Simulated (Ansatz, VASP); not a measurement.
Two plane-wave programs on BaC2

File INCAR:

```
PREC = Accurate
ENCUT = 520
EDIFF = 1E-6
ISMEAR = 0
SIGMA = 0.05
LREAL = False
LASPH = True
NELM = 100
ALGO = Normal
ISIF = 2
LWAVE = False
LCHARG = True
LELF = True
LVHAR = True
NBANDS = 16
```

KPOINTS

```
Automatic mesh
0
Gamma
  10 10 10
```

Contents of POSCAR:

```
BaC2
1.0
   -2.2337099706      2.2337099706      3.5369152924
    2.2337099706     -2.2337099706      3.5369152924
    2.2337099706      2.2337099706     -3.5369152924
Ba C
1 2
Direct
    0.0000000000      0.0000000000      0.0000000000
    0.5870080000      0.5870080000      0.0000000000
    0.4129920000      0.4129920000      0.0000000000
```

Input for Ansatz:

```yaml
crystal:
  lattice:
    - [-2.2337099706, 2.2337099706, 3.5369152924]
    - [2.2337099706, -2.2337099706, 3.5369152924]
    - [2.2337099706, 2.2337099706, -3.5369152924]
  atoms:
    - { symbol: Ba, position: [0.0, 0.0, 0.0] }
    - { symbol: C, position: [0.587008, 0.587008, 0.0] }
    - { symbol: C, position: [0.412992, 0.412992, 0.0] }
basis:
  ecutwfc: 420
kpoints:
  mp_grid: { grid: [10, 10, 10] }
hamiltonian:
  xc: lda
scf:
  occupations: { method: gaussian, width: 0.05 }
output:
  forces: true
  stress: true
  eigenvalues: true
```

Alike in both runs: task single point; functional LDA; k mesh 10 × 10 × 10; occupations gaussian, width 0.05 eV; no spin polarisation.

|  | VASP | Ansatz |
| --- | --- | --- |
| version | VASP 6.6.1 | Ansatz 0.2.0 |
| potentials or method | VASP PAW LDA potentials, release 64 (Ba_sv, C), cutoff 520 eV | scalar-relativistic, plane waves, PAW |
| valence electrons in the cell | 18 | 18 |

VASP gave:

- gap on the k mesh at the Fermi level (eV): 1.43
- least direct gap on the mesh (eV): 2.28
- pressure (GPa): -0.7
- traceless stress, the component that is largest in VASP (GPa): 6.56
- rms of the force components (eV/Å): 0.989

**Question.** Estimate Ansatz's values.

**Answer.** gap on the k mesh at the Fermi level (eV): 1.49; least direct gap on the mesh (eV): 2.31; pressure (GPa): -1.3; traceless stress, the component that is largest in VASP (GPa): 6.03; rms of the force components (eV/Å): 0.959.

LDA's correlation is that of Perdew and Zunger in VASP and of Perdew and Wang (1992) in Ansatz. Atom by atom the forces differ by 0.030 eV/Å (rms over components).

Neither program's run includes spin-orbit coupling.
